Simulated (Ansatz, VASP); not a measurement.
**Na in VASP and in Ansatz**

The input INCAR:

```
SYSTEM = Na
ALGO = Fast ; EDIFF = 1E-6
ENCUT = 520 ; GGA = PS
ISIF = 2 ; ISMEAR = 0
LASPH = .TRUE. ; LCHARG = .TRUE.
LELF = .TRUE. ; LREAL = .FALSE.
LVHAR = .TRUE. ; LWAVE = .FALSE.
NBANDS = 14 ; NELM = 100
PREC = Accurate ; SIGMA = 0.15
```

Contents of KPOINTS:

```
k-points
0
G
  12 12 10
  0 0 0
```

POSCAR

```
Na
1.0
    0.0000000000     -3.8203225084      0.0000000000
   -3.8203225084      0.0000000000      0.0000000000
    0.0000000000      0.0000000000     -5.3547884087
Na
2
Direct
    0.5000000000      0.6642007968      0.5000000000
    0.0000000000     -0.1642007968      0.0000000000
```

Input for Ansatz:

```yaml
crystal:
  lattice:
    - [0.0, -3.8203225084, 0.0]
    - [-3.8203225084, 0.0, 0.0]
    - [0.0, 0.0, -5.3547884087]
  atoms:
    - { symbol: Na, position: [0.5, 0.6642007968, 0.5] }
    - { symbol: Na, position: [0.0, -0.1642007968, 0.0] }
basis:
  ecutwfc: 520.0
kpoints:
  mp_grid: { grid: [12, 12, 10] }
hamiltonian:
  xc: pbesol
scf:
  occupations: { method: gaussian, width: 0.15 }
output:
  forces: true
  stress: true
  eigenvalues: true
```

Change from the starting cell: mode 4 frozen in at -0.612 Å, equal normal strain along x, y and z +0.0250.

Alike in both runs: task single point; functional PBEsol; k mesh 12 × 12 × 10; occupations gaussian, width 0.15 eV; no spin polarisation.

|  | VASP | Ansatz |
| --- | --- | --- |
| version | VASP 6.6.1 | Ansatz 0.2.0 |
| potentials or method | VASP PAW PBE potentials, release 64 (Na_pv), cutoff 520 eV | scalar-relativistic, plane waves, PAW |
| valence electrons in the cell | 14 | 18 |

|  | VASP | Ansatz | Ansatz less VASP |
| --- | --- | --- | --- |
| gap on the k mesh at the Fermi level (eV) | none | none | - |
| pressure (GPa) | 0.1 | 0.1 | -0.02 |
| traceless stress, the component that is largest in VASP (GPa) | -1.50 | -1.50 | +0.001 |
| rms of the force components (eV/Å) | 0.111 | 0.111 | -0.0005 |

VASP's potentials were made for PBE, not for PBEsol. Atom by atom the forces differ by 0.001 eV/Å (rms over components). A gap of «none» marks a metal or a gap that the smearing closes. The functional is the same, so the differences come from potentials, cutoffs and numerics. VASP's potentials hold 14 valence electrons a cell and Ansatz's 18, so a difference there can come from the potentials and not from the codes.
